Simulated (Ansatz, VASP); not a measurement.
One calculation of Ta2Ru, two programs

File INCAR:

```
SYSTEM = Ta2Ru
PREC = Accurate ; ENCUT = 600
EDIFF = 1E-6 ; ISMEAR = 0
SIGMA = 0.1 ; LREAL = .False.
LASPH = .True. ; NELM = 100
ALGO = Normal ; ISIF = 3
LWAVE = .False. ; LCHARG = .False.
GGA = PE ; IBRION = 2
NSW = 90 ; EDIFFG = -0.04
```

File KPOINTS:

```
regular mesh
0
Gamma
  3 3 6
  0 0 0
```

Contents of POSCAR:

```
Ta2Ru
1.0
    7.3979416281      0.0000000000      0.0000000000
   -3.6989708141      6.4068053857      0.0000000000
    0.0000000000      0.0000000000      2.8349174649
Ta Ru
4 2
Direct
    0.6512362522      0.0000000000      0.5000000000
    0.0000000000      0.6512362522      0.5000000000
    0.3487637478      0.3487637478      0.5000000000
    0.0000000000      0.0000000000      0.5000000000
    0.3333333333      0.6666666667      0.5000000000
    0.6666666667      0.3333333333      0.5000000000
```

Input for Ansatz:

```yaml
crystal:
  lattice:
    - [7.3979416281, 0.0, 0.0]
    - [-3.6989708141, 6.4068053857, 0.0]
    - [0.0, 0.0, 2.8349174649]
  atoms:
    - { symbol: Ta, position: [0.6512362522, 0.0, 0.5] }
    - { symbol: Ta, position: [0.0, 0.6512362522, 0.5] }
    - { symbol: Ta, position: [0.3487637478, 0.3487637478, 0.5] }
    - { symbol: Ta, position: [0.0, 0.0, 0.5] }
    - { symbol: Ru, position: [0.3333333333, 0.6666666667, 0.5] }
    - { symbol: Ru, position: [0.6666666667, 0.3333333333, 0.5] }
basis:
  ecutwfc: 420
kpoints:
  mp_grid: { grid: [3, 3, 6] }
hamiltonian:
  xc: pbe
scf:
  occupations: { method: gaussian, width: 0.1 }
  lower_state_search: "off"
output:
  forces: true
  stress: true
  eigenvalues: true
relax:
  adjacent_minimum: "off"
  f_tol: 0.04
  max_steps: 70
  cell: { stress_tol: 0.4 }
```

Alike in both runs: task relaxation of cell and atoms; functional PBE; k mesh 3 × 3 × 6; occupations gaussian, width 0.1 eV; no spin polarisation.

|  | VASP | Ansatz |
| --- | --- | --- |
| version | VASP 6.6.1 | Ansatz 0.2.0 |
| potentials or method | VASP PAW PBE potentials, release 64 (Ta_pv, Ru_pv), cutoff 600 eV | scalar-relativistic, plane waves, PAW |
| valence electrons in the cell | 72 | 84 |

Ansatz gave:

```
gap on the k mesh at the Fermi level, each at its own relaxed structure (eV) : none
relaxed volume (Å³/atom)                                                     : 22.53
relaxed length of the cell vector where the two differ most in proportion (Å)              : 2.823
```

Question: Estimate VASP's values.

Answer: gap on the k mesh at the Fermi level, each at its own relaxed structure (eV): none; relaxed volume (Å³/atom): 22.50; relaxed length of the cell vector where the two differ most in proportion (Å): 2.818.

A gap of «none» marks a metal or a gap that the smearing closes. VASP's potentials hold 72 valence electrons a cell and Ansatz's 84, so a difference there can come from the potentials and not from the codes.

The k mesh is coarse, so the values compare programs but aren't converged. Spin-orbit coupling is off throughout.
